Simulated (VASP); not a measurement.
Input of a VASP 6.6.1 run:

INCAR

```
SYSTEM = Os
PREC     = Accurate       ! precision mode
ENCUT    = 600            ! plane-wave cutoff, eV
EDIFF    = 1E-7           ! SCF threshold, eV
ISMEAR   = -1             ! smearing method
SIGMA    = 0.05           ! smearing width, eV
LREAL    = .FALSE.        ! projectors in reciprocal space
LASPH    = .TRUE.         ! aspherical terms in the spheres
NELM     = 120            ! most SCF steps
ALGO     = Normal         ! electronic algorithm
ISIF     = 3              ! what is computed and relaxed
LWAVE    = .FALSE.        ! write WAVECAR
LCHARG   = .FALSE.        ! write CHGCAR
GGA      = CA             ! functional
IBRION   = 2              ! ionic algorithm
NSW      = 80             ! ionic steps
EDIFFG   = -0.03          ! ionic threshold
GGA_COMPAT= .FALSE.      
NELMIN   = 4
```

KPOINTS

```
Automatic mesh
0
G
  7 7 7
  0 0 0
```

POSCAR

```
Os
1.0
    0.0000000000      2.6300000000      2.6300000000
    2.6300000000      0.0000000000      2.6300000000
    2.6300000000      2.6300000000      0.0000000000
Os
2
Direct
    1.0000000000      1.0000000000      1.0000000000
    0.2500000000      0.2500000000      0.2500000000
```

Potentials or basis: VASP PAW LDA potentials, release 64 (Os).

Command:

```bash
$ cat potpaw_LDA.64/Os/POTCAR > POTCAR
$ mpirun -np 1 vasp_std > vasp.out
```

Question: What does it give for the band gap on the k mesh?

Answer: Zero (bands 8 and 9 overlap by 1.07 eV).

Question: Predict the relaxed volume.

Answer: 20.35 Å³/atom.

Final structure:
```
Os
1.0
     0.00000    2.72998    2.72998
     2.72998    0.00000    2.72998
     2.72998    2.72998    0.00000
Os
2
Direct
  0.00000 0.00000 0.00000
  0.25000 0.25000 0.25000
```

Caveat: spin-orbit coupling is left out, which moves the levels of the heavy elements.
